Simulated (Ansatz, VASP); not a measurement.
One calculation of GaP, two programs

Contents of POSCAR:

```
GaP
1.0
    0.0000000000      2.7598497568      2.7598497568
    2.7598497568      0.0000000000      2.7598497568
    2.7598497568      2.7598497568      0.0000000000
Ga P
1 1
Direct
    0.0000000000      0.0000000000      0.0000000000
    0.2500000000      0.2500000000      0.2500000000
```

Contents of INCAR.step1:

```
SYSTEM = GaP
ALGO = Normal
EDIFF = 1E-5
ENCUT = 400
GGA = PE
GGA_COMPAT = .FALSE.
ISIF = 2
ISMEAR = 0
LASPH = .TRUE.
LREAL = .FALSE.
LWAVE = .TRUE.
NBANDS = 16
NELM = 120
PREC = Accurate
SIGMA = 0.05
```

Contents of INCAR.step2:

```
SYSTEM = GaP
ALGO = Normal
EDIFF = 1E-6
ENCUT = 400
GGA = PE
GGA_COMPAT = .FALSE.
HFSCREEN = 0.2079
ISIF = 2
ISMEAR = 0
ISTART = 1
LASPH = .TRUE.
LCHARG = .TRUE.
LELF = .TRUE.
LHFCALC = .TRUE.
LREAL = .FALSE.
LVHAR = .TRUE.
LWAVE = .FALSE.
NBANDS = 16
NELM = 120
PREC = Accurate
PRECFOCK = Normal
SIGMA = 0.05
```

Contents of KPOINTS:

```
k-points
0
G
  6 6 6
  0 0 0
```

Input for Ansatz:

```yaml
crystal:
  lattice:
    - [0.0, 2.7598497568, 2.7598497568]
    - [2.7598497568, 0.0, 2.7598497568]
    - [2.7598497568, 2.7598497568, 0.0]
  atoms:
    - { symbol: Ga, position: [0.0, 0.0, 0.0] }
    - { symbol: P, position: [0.25, 0.25, 0.25] }
basis:
  ecutwfc: 420
kpoints:
  mp_grid: { grid: [6, 6, 6] }
hamiltonian:
  xc: hse06
scf:
  occupations: { method: gaussian, width: 0.05 }
output:
  forces: true
  stress: true
  eigenvalues: true
```

Alike in both runs: task single point; functional HSE06; k mesh 6 × 6 × 6; occupations gaussian, width 0.05 eV; no spin polarisation.

```csv
,VASP,Ansatz
version,VASP 6.6.1,Ansatz 0.2.0
potentials or method,"VASP PAW PBE potentials, release 64 (Ga_d, P), cutoff 400 eV","scalar-relativistic, plane waves, PAW"
valence electrons in the cell,18,18
```

Ansatz gave:

- gap on the k mesh at the Fermi level (eV): 2.36
- least direct gap on the mesh (eV): 2.46

Problem. What did VASP give for the same quantities?

Solution. gap on the k mesh at the Fermi level (eV): 2.37; least direct gap on the mesh (eV): 2.45.

With one functional, cell and mesh, what is left measures potentials, basis and numerics. Ansatz's warnings: stress exchange threshold loose, stress scf threshold loose.
